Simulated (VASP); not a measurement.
A run of VASP 6.6.1 is set up as follows.

The input POSCAR:

```
BN
1.0
    2.5539396017      0.0000000000      0.0000000000
   -1.2769698009      2.2117765748      0.0000000000
    0.0000000000      0.0000000000      4.2268550000
B N
2 2
Direct
    0.6666666667      0.3333333333      0.9878948741
    0.3333333333      0.6666666667      0.4997240000
    0.6666666667      0.3333333333      0.6252760000
    0.3333333333      0.6666666667      0.1252760000
```

File INCAR.step1:

```
SYSTEM = BN
PREC     = Accurate       ! precision mode
ENCUT    = 1460           ! plane-wave cutoff, eV
ISMEAR   = 0              ! smearing method
SIGMA    = 0.05           ! smearing width, eV
LREAL    = .FALSE.        ! projectors in reciprocal space
LASPH    = .TRUE.         ! aspherical terms in the spheres
NELM     = 120            ! most SCF steps
NBANDS   = 16             ! bands
GGA      = PE             ! functional
ALGO     = Normal         ! electronic algorithm
EDIFF    = 1E-5           ! SCF threshold, eV
LWAVE    = .TRUE.         ! write WAVECAR
LCHARG   = .FALSE.        ! write CHGCAR
GGA_COMPAT= .FALSE.
```

The input INCAR.step2:

```
SYSTEM = BN
PREC     = Accurate       ! precision mode
ENCUT    = 1460           ! plane-wave cutoff, eV
EDIFF    = 1E-6           ! SCF threshold, eV
ISMEAR   = 0              ! smearing method
SIGMA    = 0.05           ! smearing width, eV
LREAL    = .FALSE.        ! projectors in reciprocal space
LASPH    = .TRUE.         ! aspherical terms in the spheres
NELM     = 120            ! most SCF steps
ALGO     = Normal         ! electronic algorithm
ISIF     = 2              ! what is computed and relaxed
LWAVE    = .FALSE.        ! write WAVECAR
LCHARG   = .FALSE.        ! write CHGCAR
METAGGA  = R2SCAN         ! meta-GGA
LMIXTAU  = .TRUE.       
NBANDS   = 16             ! bands
ISTART   = 1            
GGA_COMPAT= .FALSE.
```

File KPOINTS:

```
Automatic mesh
0
G
  12 12 6
  0 0 0
```

Potentials or basis: VASP PAW PBE potentials, release 64 (B_h, N_h).

Command:

```bash
$ cat potpaw_PBE.64/B_h/POTCAR potpaw_PBE.64/N_h/POTCAR > POTCAR
$ cp INCAR.step1 INCAR
$ mpirun -np 1 vasp_std > vasp.out
$ cp INCAR.step2 INCAR
$ mpirun -np 1 vasp_std > vasp.out
```

(1) Predict the largest force.

(2) Predict the band gap on the k mesh.

Answers

(1) 1.916 eV/Å.

(2) 5.29 eV (least direct gap 8.68 eV).

Caveat: the cell differs from its parent crystal (atom 1 (B) moved -0.050 Å along Cartesian [0 0 1]); the cell stands under tension; the PAW data sets were made with another functional, which shifts forces and pressure a little.
